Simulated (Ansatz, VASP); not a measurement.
**One calculation of TiC, two programs**

```
CELL_PARAMETERS angstrom
0.00000 2.15930 2.15930
2.15930 0.00000 2.15930
2.15930 2.15930 0.00000
ATOMIC_POSITIONS crystal
Ti 0.00000 0.00000 0.00000
C 0.50000 0.50000 0.50000
```

Alike in both runs: task single point; functional PBE; k mesh 11 × 11 × 11; no spin polarisation.

|  | VASP | Ansatz |
| --- | --- | --- |
| version | VASP 6.6.1 | Ansatz 0.2.0 |
| potentials or method | VASP PAW PBE potentials, release 64 (Ti_sv, C), cutoff 600 eV | plane waves, PAW |
| occupations | methfessel-paxton of order 1, width 0.3 eV | cold, width 0.3 eV |
| valence electrons in the cell | 16 | 16 |

Ansatz gave:

```
gap on the k mesh at the Fermi level (eV) : none
pressure (GPa)                            : 2.5
```

Estimate VASP's values.

gap on the k mesh at the Fermi level (eV): none; pressure (GPa): 2.7.

A gap of «none» marks a metal or a gap that the smearing closes.
